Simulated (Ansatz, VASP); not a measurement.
# GaP in VASP and in Ansatz

The input POSCAR:

```
GaP
1.0
    0.0000000000      2.6409092583      2.6409092583
    2.6409092583      0.0000000000      2.6409092583
    2.6409092583      2.6409092583      0.0000000000
Ga P
1 1
Direct
    0.0000000000      0.0000000000      0.0000000000
    0.2500000000      0.2500000000      0.2500000000
```

Contents of INCAR.step1:

```
PREC = Accurate
ENCUT = 520
ISMEAR = 0
SIGMA = 0.02
LREAL = False
LASPH = True
NELM = 100
NBANDS = 16
GGA = PE
ALGO = Normal
EDIFF = 1E-4
LWAVE = True
LCHARG = False
```

INCAR.step2

```
PREC = Accurate
ENCUT = 520
EDIFF = 1E-6
ISMEAR = 0
SIGMA = 0.02
LREAL = False
LASPH = True
NELM = 100
ALGO = Normal
ISIF = 2
LWAVE = False
LCHARG = False
METAGGA = R2SCAN
LMIXTAU = True
NBANDS = 16
ISTART = 1
```

The input KPOINTS:

```
Automatic mesh
0
Gamma
  8 8 8
```

Input for Ansatz:

```yaml
crystal:
  lattice:
    - [0.0, 2.6409092583, 2.6409092583]
    - [2.6409092583, 0.0, 2.6409092583]
    - [2.6409092583, 2.6409092583, 0.0]
  atoms:
    - { symbol: Ga, position: [0.0, 0.0, 0.0] }
    - { symbol: P, position: [0.25, 0.25, 0.25] }
basis:
  ecutwfc: 500
kpoints:
  mp_grid: { grid: [8, 8, 8] }
hamiltonian:
  xc: r2scan
scf:
  occupations: { method: gaussian, width: 0.02 }
output:
  forces: true
  stress: true
  eigenvalues: true
```

Alike in both runs: task single point; functional r2SCAN; k mesh 8 × 8 × 8; occupations gaussian, width 0.02 eV; no spin polarisation.

|  | VASP | Ansatz |
| --- | --- | --- |
| version | VASP 6.6.1 | Ansatz 0.2.0 |
| potentials or method | VASP PAW PBE potentials, release 64 (Ga_d, P), cutoff 520 eV | scalar-relativistic, plane waves, PAW |
| valence electrons in the cell | 18 | 18 |

Ansatz gave:

| Item | Value |
| --- | --- |
| gap on the k mesh at the Fermi level (eV) | 1.70 |
| least direct gap on the mesh (eV) | 3.21 |
| pressure (GPa) | 10.2 |

Q: What did VASP give for the same quantities?

A: gap on the k mesh at the Fermi level (eV): 1.70; least direct gap on the mesh (eV): 3.19; pressure (GPa): 10.2.

VASP's potentials were made for PBE, not for r2SCAN.
